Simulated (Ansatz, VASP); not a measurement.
## PtS2 in VASP and in Ansatz

```xyz
3
Lattice="3.7001 0.0000 0.0000 -1.8500 3.0767 0.0000 0.0000 0.0000 5.1228" Properties=species:S:1:pos:R:3 pbc="T T T"
Pt    0.0000    0.0000    0.0000
S     0.0000    2.0712    1.1917
S     1.8500    1.0054    3.9312
```

Change from the starting cell: uniaxial_x strain +4.2%.

Alike in both runs: task single point; functional PBE; k mesh 12 × 12 × 6; occupations fermi-dirac, width 0.02 eV; no spin polarisation.

|  | VASP | Ansatz |
| --- | --- | --- |
| version | VASP 6.6.1 | Ansatz 0.2.0 |
| potentials or method | VASP PAW PBE potentials, release 64 (Pt, S) | plane waves, PAW |
| plane-wave cutoff (eV) | 520 | 420 |
| valence electrons in the cell | 22 | 30 |

Ansatz gave:

```
pressure (GPa)                                                : -0.2
traceless stress, the component that is largest in VASP (GPa) : -3.65
rms of the force components (eV/Å)                            : 0.016
```

**Question.** What did VASP give for the same quantities?

**Answer.** Pressure (GPa): -0.6; traceless stress, the component that is largest in VASP (GPa): -3.72; rms of the force components (eV/Å): 0.007.

Atom by atom the forces differ by 0.017 eV/Å (rms over components). VASP's potentials hold 22 valence electrons a cell and Ansatz's 30, so a difference there can come from the potentials and not from the codes.

Spin-orbit coupling is off throughout.
